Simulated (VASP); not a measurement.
SnSe, 2 atoms in the cell. It takes space group Fm-3m (No. 225, cubic). The conventional cell has a = 6.020 Å, b = 6.020 Å, c = 6.020 Å, α = 90.00°, β = 90.00°, γ = 90.00°. Sn (site symmetry m-3m) has 6 Se at 3.01 Å within 4.0 Å. Se (site symmetry m-3m) has 6 Sn at 3.01 Å within 4.0 Å. 

```yaml
Program: VASP 6.6.1
Task: single point
Functional: PBE
Potentials_or_basis: VASP PAW PBE potentials, release 64 (Sn_d, Se)
Cutoff: 520 eV
k_mesh: 8 × 8 × 8
Occupations: gaussian, width 0.015 eV
Spin: no spin polarisation
Dipole_correction: no
Further_INCAR_settings: ALGO = Normal; EDIFF = 1e-06; NBANDS = 17
```

Potentials or basis: VASP PAW PBE potentials, release 64 (Sn_d, Se).

Run with:

```bash
$ cat potpaw_PBE.64/Sn_d/POTCAR potpaw_PBE.64/Se/POTCAR > POTCAR
$ mpirun -np 1 vasp_std > vasp.out
```

Hardware: 1 thread of AMD EPYC 9R45 96-Core Processor (Zen 5), on a shared host.

Estimate the wall time of this run.

Run time: 14 s on 1 thread of AMD EPYC 9R45 96-Core Processor (Zen 5), with other jobs on the host, peak memory 0.16 GiB. Counts: scf iterations 12, k points 29.
